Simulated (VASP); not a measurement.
A run of VASP 6.6.1:

The input INCAR:

```
SYSTEM = SnSe
  ALGO = Normal
  EDIFF = 1E-6
  ENCUT = 520
  ISIF = 2
  ISMEAR = 0
  LASPH = .TRUE.
  LCHARG = .TRUE.
  LELF = .TRUE.
  LREAL = .FALSE.
  LVHAR = .TRUE.
  LWAVE = .FALSE.
  NBANDS = 28
  NELM = 100
  PREC = Accurate
  SIGMA = 0.02
```

KPOINTS

```
k-points
0
G
  6 6 2
  0 0 0
```

POSCAR

```
SnSe
1.0
    4.2853300000     -0.0142844333     -0.0142844333
   -0.0142844333      4.2853300000     -0.0142844333
   -0.0366356333     -0.0366356333     10.9906900000
Sn Se
2 2
Direct
    0.5000000000      0.0000000000      0.3722300000
    0.0000000000      0.5000000000      0.6277700000
    0.5000000000      0.0000000000      0.6160400000
    0.0000000000      0.5000000000      0.3839600000
```

Potentials or basis: VASP PAW LDA potentials, release 64 (Sn_d, Se).

Run with:

```bash
$ cat potpaw_LDA.64/Sn_d/POTCAR potpaw_LDA.64/Se/POTCAR > POTCAR
$ mpirun -np 1 vasp_std > vasp.out
```

Hardware: 1 thread of AMD EPYC 9R45 96-Core Processor (Zen 5), with other jobs on the host.

Problem. Estimate the wall time of this run.

Solution. Wall time 91 s on 1 thread of AMD EPYC 9R45 96-Core Processor (Zen 5), with other jobs on the host, peak memory 0.27 GiB. Counts: scf iterations 17, k points 26.
